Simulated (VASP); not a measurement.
Here is a VASP 6.6.1 calculation.

The input INCAR:

```
ALGO = Normal
EDIFF = 1E-6
ENCUT = 500
GGA = PE
GGA_COMPAT = False
ISIF = 2
ISMEAR = 0
LASPH = True
LCHARG = True
LMAXMIX = 4
LORBIT = 11
LORBMOM = True
LREAL = False
LSORBIT = True
LVHAR = True
LWAVE = False
MAGMOM = 0 0 0 0 0 0 0 0 0
NBANDS = 37
NELM = 200
PREC = Accurate
SIGMA = 0.05
```

Contents of KPOINTS:

```
k-points
0
Gamma
  12 12 6
```

File POSCAR:

```
TiSe2
1.0
    3.5431360632      0.0000000000      0.0000000000
   -1.7715680316      3.0684458398      0.0000000000
    0.0000000000      0.0000000000      6.6702112453
Ti Se
1 2
Direct
    0.0000000000      0.0000000000      0.0000000000
    0.3333333333      0.6666666667      0.2318608152
    0.6666666667      0.3333333333      0.7681391848
```

Potentials or basis: VASP PAW PBE potentials, release 64 (Ti_sv, Se).

Launch:

```console
$ cat potpaw_PBE.64/Ti_sv/POTCAR potpaw_PBE.64/Se/POTCAR > POTCAR
$ mpirun -np 1 vasp_ncl > vasp.out
```

Question: Estimate the net moment.

Answer: 0.00 μB per cell.

Question: What does it give for the largest force?

Answer: 0.018 eV/Å.

Question: Predict the pressure.

Answer: 0.1 GPa.

Moments on the atoms (μB; x, y, z):
```
Ti  0.00 0.00 0.00
Se  0.00 0.00 0.00
Se  0.00 0.00 0.00
```

Caveat: this functional lacks dispersion, which binds layers or chains, so the pressure and a relaxed spacing across them are unreliable.
